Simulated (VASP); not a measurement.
Al3SiPd2, 6 atoms in the cell. Symmetry: P4/mmm, No. 123, tetragonal system. Conventional cell: a = 4.477 Å, b = 4.477 Å, c = 4.435 Å, α = 90.00°, β = 90.00°, γ = 90.00°. Within 3.0 Å of Al (site symmetry mmm) lie 2 Si at 2.24 Å and 2 Pd at 2.24 Å. Al (site symmetry 4/mmm) has 2 Si at 2.22 Å within 2.9 Å. Si (site symmetry 4/mmm) has 6 Al at 2.22 to 2.24 Å within 2.9 Å. Within 2.9 Å of Pd (site symmetry 4/mmm) lie 2 Pd at 2.22 Å and 4 Al at 2.24 Å. Pd (site symmetry 4/mmm) has 2 Pd at 2.22 Å within 2.9 Å. The cell was built from a structure type or drawn by symmetry, and may not be a known phase.

* Program: VASP 6.6.1
* Task: single point
* Functional: PBE
* Potentials or basis: VASP PAW PBE potentials, release 64 (Al, Si, Pd)
* Cutoff: 520 eV
* k mesh: 4 × 4 × 4
* Occupations: gaussian, width 0.1 eV
* Spin: no spin polarisation
* Dipole correction: no
* Further INCAR settings: ALGO = Normal; EDIFF = 1e-06; NBANDS = 26

Potentials or basis: VASP PAW PBE potentials, release 64 (Al, Si, Pd).

Command:

```console
$ cat potpaw_PBE.64/Al/POTCAR potpaw_PBE.64/Si/POTCAR potpaw_PBE.64/Pd/POTCAR > POTCAR
$ mpirun -np 1 vasp_std > vasp.out
```

Hardware: 1 thread of AMD EPYC 7R43 64-Core Processor (Zen 3) (shared host).

Question: Estimate the wall time of this run.

Answer: It took 56 s on 1 thread of AMD EPYC 7R43 64-Core Processor (Zen 3) (shared host), peak memory 0.17 GiB. Counts: scf iterations 15, k points 18.
